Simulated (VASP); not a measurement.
Wanted: the native input for a VASP 6.6.1 run.

- Task: single point
- Functional: PBE
- Potentials or basis: VASP PAW PBE potentials, release 64 (Ta_sv_GW, N)
- Cutoff: 700 eV
- k mesh: 18 × 18 × 8
- Occupations: gaussian, width 0.1 eV
- Spin: no spin polarisation
- Dipole correction: no
- Further INCAR settings: ALGO = Normal; EDIFF = 1e-06; NBANDS = 26

The structure of TaN lies in POSCAR:

```
TaN
1.0
    3.1518925591      0.0000000000      0.0000000000
   -1.5759462796      2.7296190262      0.0000000000
    0.0000000000      0.0000000000      6.1049970105
Ta N
2 2
Direct
    0.3333333333      0.6666666667      0.0305473924
    0.6666666667      0.3333333333      0.5305473924
    0.3333333333      0.6666666667      0.3544526076
    0.6666666667      0.3333333333      0.8544526076
```

These files were run (other wordings do the same):

INCAR

```
SYSTEM = TaN
ALGO = Normal ; EDIFF = 1E-6
ENCUT = 700 ; GGA = PE
GGA_COMPAT = .FALSE. ; ISIF = 2
ISMEAR = 0 ; LASPH = .TRUE.
LCHARG = .FALSE. ; LREAL = .FALSE.
LWAVE = .FALSE. ; NBANDS = 26
NELM = 120 ; PREC = Accurate
SIGMA = 0.1
```

KPOINTS

```
k-points
0
G
  18 18 8
  0 0 0
```

Potentials or basis: VASP PAW PBE potentials, release 64 (Ta_sv_GW, N).

The run is started by

```sh
$ cat potpaw_PBE.64/Ta_sv_GW/POTCAR potpaw_PBE.64/N/POTCAR > POTCAR
$ mpirun -np 1 vasp_std > vasp.out
```

It gave:

The pressure is -0.1 GPa and the largest force is 0.011 eV/Å. The band gap on the k mesh is zero (bands 18 and 19 overlap by 0.41 eV).

Caveat: spin-orbit coupling is left out, which moves the levels of the heavy elements.

It took 11 min on 1 thread of AMD EPYC 7R13 Processor (Zen 3) (shared host), peak memory 0.44 GiB.
